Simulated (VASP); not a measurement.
# Ru (P6_3/mmc) in VASP: notebook

Ru is run at these levels: LDA; tasks: single point, relaxation of cell and atoms.

All numbers are computed with VASP 6.6.1; they aren't measurements. Logs are shortened: lines on timing, memory, paths and dates and some standing lists are left out, and cuts for length are marked.

### Step 1. The cell of the first run

It takes space group P6_3/mmc (No. 194, hexagonal). Conventional cell: a = 2.675 Å, b = 2.675 Å, c = 4.223 Å, α = 90.00°, β = 90.00°, γ = 120.00°. Ru (site symmetry -6m2) has 12 Ru at 2.62 to 2.68 Å within 3.5 Å.

### Step 2. Single point, LDA

Contents of INCAR:

```
SYSTEM = Ru
  PREC = Accurate
  ENCUT = 520
  EDIFF = 1E-6
  ISMEAR = -1
  SIGMA = 0.05
  LREAL = .FALSE.
  LASPH = .TRUE.
  NELM = 80
  ALGO = Normal
  ISIF = 2
  LWAVE = .FALSE.
  LCHARG = .FALSE.
  NBANDS = 21
```

Contents of KPOINTS:

```
regular mesh
0
G
  21 21 12
  0 0 0
```

Contents of POSCAR:

```
Ru
1.0
    2.6753786272      0.0000000000      0.0000000000
   -1.3376893136      2.3169458559      0.0000000000
    0.0000000000      0.0000000000      4.2228281099
Ru
2
Direct
    0.3333333333      0.6666666667      0.2500000000
    0.6666666667      0.3333333333      0.7500000000
```

Potentials or basis: VASP PAW LDA potentials, release 64 (Ru_pv).

Started as:

```
> cat potpaw_LDA.64/Ru_pv/POTCAR > POTCAR
> mpirun -np 1 vasp_std > vasp.out
```

OUTCAR:

```text
SYSTEM = Ru
   PREC = Accurate
   ENCUT = 520
   EDIFF = 1E-6
   ISMEAR = -1
   LREAL = .FALSE.
   LASPH = .TRUE.
   NELM = 80
   ISIF = 2

 ion  position               nearest neighbor table
   1  0.333  0.667  0.250-   2 2.62   2 2.62   2 2.62   2 2.62   2 2.62   2 2.62
   2  0.667  0.333  0.750-   1 2.62   1 2.62   1 2.62   1 2.62   1 2.62   1 2.62

  LATTYP: Found a hexagonal cell.
 ALAT       =     2.6753786272
 C/A-ratio  =     1.5784039190

  Lattice vectors:

 A1 = (   2.6753786272,   0.0000000000,   0.0000000000)
 A2 = (  -1.3376893136,   2.3169458559,   0.0000000000)
 A3 = (   0.0000000000,   0.0000000000,   4.2228281099)

Analysis of symmetry for initial positions (statically):
=====================================================================
 Subroutine PRICEL returns:
 Original cell was already a primitive cell.

 Routine SETGRP: Setting up the symmetry group for a
 hexagonal supercell.

 Subroutine GETGRP returns: Found 24 space group operations
 (whereof 12 operations were pure point group operations)
 out of a pool of 24 trial point group operations.

The static configuration has the point symmetry D_3d.
 The point group associated with its full space group is D_6h.

Analysis of symmetry for dynamics (positions and initial velocities):
=====================================================================
 Subroutine PRICEL returns:
 Original cell was already a primitive cell.

 Routine SETGRP: Setting up the symmetry group for a
 hexagonal supercell.

 Subroutine GETGRP returns: Found 24 space group operations
 (whereof 12 operations were pure point group operations)
 out of a pool of 24 trial point group operations.

The dynamic configuration has the point symmetry D_3d.
 The point group associated with its full space group is D_6h.

 Subroutine INISYM returns: Found 24 space group operations
 (whereof 12 operations are pure point group operations),
 and found     1 'primitive' translations

----------------------------------------------------------------------------------------

                                     Primitive cell

  volume of cell :      26.1761

  direct lattice vectors                    reciprocal lattice vectors
     2.675378627  0.000000000  0.000000000     0.373778870  0.215801331  0.000000000
    -1.337689314  2.316945856  0.000000000     0.000000000  0.431602662  0.000000000
[... 75 lines left out ...]
 SYSTEM =  Ru
   PREC   = accura    normal or accurate (medium, high low for compatibility)
   ISTART =      0    job   : 0-new  1-cont  2-samecut
   ICHARG =      2    charge: 1-file 2-atom 10-const
   ISPIN  =      1    spin polarized calculation?
   LNONCOLLINEAR =      F non collinear calculations
   LSORBIT =      F    spin-orbit coupling
   LASPH  =      T    aspherical Exc in radial PAW
   ENCUT  =  520.0 eV  38.22 Ry    6.18 a.u.   4.97  4.97  7.85*2*pi/ulx,y,z
   NELM   =     80;   NELMIN=  2; NELMDL= -5     # of ELM steps
   EDIFF  = 0.1E-05   stopping-criterion for ELM
   LREAL  =      F    real-space projection
   EDIFFG = 0.1E-04   stopping-criterion for IOM
   NSW    =      0    number of steps for IOM
   IBRION =     -1    ionic relax: 0-MD 1-quasi-New 2-CG
   NFREE  =      0    steps in history (QN), initial steepest desc. (CG)
   ISIF   =      2    stress and relaxation
   ISYM   =      2    0-nonsym 1-usesym 2-fastsym
   POTIM  = 0.5000    time-step for ionic-motion
   TEBEG  =    0.0;   TEEND  =   0.0 temperature during run
   PSTRESS=    0.0 pullay stress
   NELECT =      28.0000    total number of electrons
   NUPDOWN=      -1.0000    fix difference up-down
   EMIN   =  10.00;   EMAX   =-10.00  energy-range for DOS
   EFERMI =   0.00;   METHOD = LEGACY
   ISMEAR =    -1;   SIGMA  =   0.05  broadening in eV -4-tet -1-fermi 0-gaus
   EFERMI_NEDOS =   21; number of points for ismear=-14 and -15
   IALGO  =     38    algorithm
   IMIX   =      4    mixing-type and parameters
     AMIX     =   0.40;   BMIX     =  1.00
     AMIX_MAG =   1.60;   BMIX_MAG =  1.00
  volume/ion in A,a.u.               =      13.09        88.32
  Fermi-wavevector in a.u.,A,eV,Ry     =   1.674272  3.163915 38.139667  2.803186
  Thomas-Fermi vector in A             =   2.759097
   LORBIT       =      0    0 simple, 1 ext, 2 COOP (PROOUT), +10 PAW based schemes
   GGA     = CA    functional components
   LHFCALC =     F    Hartree Fock is set to
   AEXX    =    0.0000 exact exchange contribution
   IVDW    =     0    specifies the selected vdW correction
   LEPSILON=     F    determine dielectric tensor
   LRPA    =     F    only Hartree local field effects (RPA)
 non-spin polarized calculation
  energy-cutoff  :      520.00
  volume of cell :       26.18
 maximum number of plane-waves:       732
 NGX is ok and might be reduce to    20
   NGX =  9   NGY =  9   NGZ = 15

 number of electron      27.9999992 magnetization

 Free energy of the ion-electron system (eV)
  ---------------------------------------------------
  ext. energy  EPLUGINS =         0.00000000
  ---------------------------------------------------
  free energy    TOTEN  =       -21.39599509 eV

  energy without entropy =      -21.38242848  energy(sigma->0) =      -21.38921178

 E-fermi :  13.3938     XC(G=0): -14.6070

 val. band max:       13.3915701368   @ k =   0.2857   0.1905   0.2500
 cond. band min:      13.3945802315   @ k =   0.2381   0.0476   0.0000
 fundamental gap:      0.0030100947
 Fermi energy:        13.3938056853

 k-point     1 :       0.0000    0.0000    0.0000
  band No.  band energies     occupation
      1     -30.2344      2.00000
      2     -29.1611      2.00000
      3     -29.1611      2.00000
      4     -28.9650      2.00000
      5     -28.9650      2.00000
      6     -28.9165      2.00000
[... 565 lines left out ...]
     20      23.3205      0.00000
     21      23.8035      0.00000

 [... further k-points ...]
[... 5 lines left out ...]
  --------------------------------------------------------------------------------------
  -------------------------------------------------------------------------------------
  Total        0.1573582      0.1573582      0.1733289     -0.0000000      0.0000000      0.0000000
  in kB        9.6315353      9.6315353     10.6090612     -0.0000000      0.0000000      0.0000000
  external PRESSURE =       9.9573773 kB  Pullay stress =       0.0000000 kB

 VOLUME and BASIS-vectors are now :
 -----------------------------------------------------------------------------
  energy-cutoff  :      520.00
  volume of cell :       26.18
      direct lattice vectors                 reciprocal lattice vectors
     2.675378627  0.000000000  0.000000000     0.373778870  0.215801331  0.000000000
    -1.337689314  2.316945856  0.000000000     0.000000000  0.431602662  0.000000000
     0.000000000  0.000000000  4.222828110     0.000000000  0.000000000  0.236808123

 POSITION                                       TOTAL-FORCE (eV/Angst)
 -----------------------------------------------------------------------------------
     -0.00000      1.54463      1.05571        -0.000000     -0.000000      0.000000
      1.33769      0.77232      3.16712         0.000000      0.000000      0.000000
 -----------------------------------------------------------------------------------
    total drift:                               -0.000000      0.000000     -0.000000

  FREE ENERGIE OF THE ION-ELECTRON SYSTEM (eV)
  ---------------------------------------------------
  free  energy   TOTEN  =       -21.3959950886 eV

  energy  without entropy=      -21.3824284798  energy(sigma->0) =      -21.38921178
```

stdout:

```text
POSCAR found type information on POSCAR Ru
 POSCAR found :  1 types and       2 ions
 scaLAPACK will be used
 LDA part: xc-table for (Slater(with rela. corr.)+CA(PZ))
 , standard interpolation
 POSCAR, INCAR and KPOINTS ok, starting setup
 FFT: planning ... GRIDC
 FFT: planning ... GRID_SOFT
 FFT: planning ... GRID
 WAVECAR not read
 entering main loop
```

It took 1.9 min on 1 thread of Intel Xeon Platinum 8375C at 2.90GHz (Ice Lake), shared host; peak memory 0.24 GiB.

What came out:

- Free energy: -21.3960 eV
- Pressure: 1.0 GPa
- Band gap on the k mesh: zero (band 14 reaches 15.06 eV, above the bottom of band 15 at 11.66 eV)

Levels at points of the mesh, in eV from the Fermi level:
```tsv
k point	band 12	band 13	band 14	band 15	band 16	band 17
(0.00, 0.00, 0.00)	-2.04	-2.04	-1.51	-1.51	1.25	1.25
(0.00, 0.00, 0.50)	-2.96	-2.84	-2.84	0.58	0.58	0.58
```

### Step 3. Relaxation of cell and atoms, LDA

This run uses another cell than the first one, of 13.55 Å³/atom, 1.036 times its volume.

Contents of INCAR:

```
  PREC = Accurate
  ENCUT = 600
  EDIFF = 1E-6
  ISMEAR = -1
  SIGMA = 0.05
  LREAL = False
  LASPH = True
  NELM = 80
  ALGO = Normal
  ISIF = 3
  LWAVE = False
  LCHARG = False
  IBRION = 2
  NSW = 100
  EDIFFG = -0.003
```

Contents of KPOINTS:

```
Automatic mesh
0
Gamma
  21 21 12
```

Contents of POSCAR:

```
Ru
1.0
    2.7038900000      0.0000000000      0.0000000000
   -1.3519450000      2.3416374290      0.0000000000
    0.0000000000      0.0000000000      4.2816800000
Ru
2
Direct
    0.3333333333      0.6666666667      0.2500000000
    0.6666666667      0.3333333333      0.7500000000
```

Potentials or basis: VASP PAW LDA potentials, release 64 (Ru_pv).

Started as:

```
> cat potpaw_LDA.64/Ru_pv/POTCAR > POTCAR
> mpirun -np 1 vasp_std > vasp.out
```

Wall time 16 min (1 thread of Intel Xeon Platinum 8375C at 2.90GHz (Ice Lake), shared host); peak memory 0.28 GiB.

Results (log left out):

* Free energy: -21.3971 eV
* Relaxed volume: 13.12 Å³/atom
* Relaxed cell: a = 2.678 Å, b = 2.678 Å, c = 4.227 Å, α = 90.00°, β = 90.00°, γ = 120.00°
* Space group after relaxing (to 0.05 Å): P6_3/mmc (No. 194)
* Energy gained by relaxing: 15.6 meV/atom
* Ionic steps: 15
* Pressure after relaxing: 0.0 GPa
* Band gap on the k mesh: zero (band 14 reaches 15.00 eV, above the bottom of band 15 at 11.62 eV)

The path:
```
step  energy change (eV)  largest force (eV/Å)  pressure (GPa)  volume (Å³)
   1              0.0000                0.0000          -11.07        27.11
   2              0.3480                0.0000           50.56        23.60
   3             -0.0311                0.0000           -0.54        26.28
   4             -0.0311                0.0000           -0.04        26.25
   5             -0.0311                0.0000            0.19        26.23
   6             -0.0311                0.0000           -0.48        26.28
   7             -0.0312                0.0000           -0.04        26.25
   8             -0.0312                0.0000           -0.14        26.25
   9             -0.0312                0.0000           -0.15        26.25
  10             -0.0312                0.0000           -0.11        26.25
  11             -0.0312                0.0000            0.05        26.24
  12             -0.0312                0.0000            0.04        26.24
  13             -0.0312                0.0000           -0.04        26.25
  14             -0.0312                0.0000           -0.02        26.25
  15             -0.0312                0.0000           -0.01        26.25
```

Final structure:
```xyz
2
Lattice="2.6777 0.0000 0.0000 -1.3388 2.3189 0.0000 0.0000 0.0000 4.2269" Properties=species:S:1:pos:R:3 pbc="T T T"
Ru    0.0000    1.5460    1.0567
Ru    1.3388    0.7730    3.1701
```

Levels at points of the mesh, in eV from the Fermi level:
```
           k point  band 11  band 12  band 13  band 14  band 15  band 16  band 17  band 18
(0.00, 0.00, 0.00)    -2.55    -2.04    -2.04    -1.50    -1.50     1.24     1.24     1.35
(0.00, 0.00, 0.50)    -2.95    -2.95    -2.83    -2.83     0.58     0.58     0.58     0.58
```
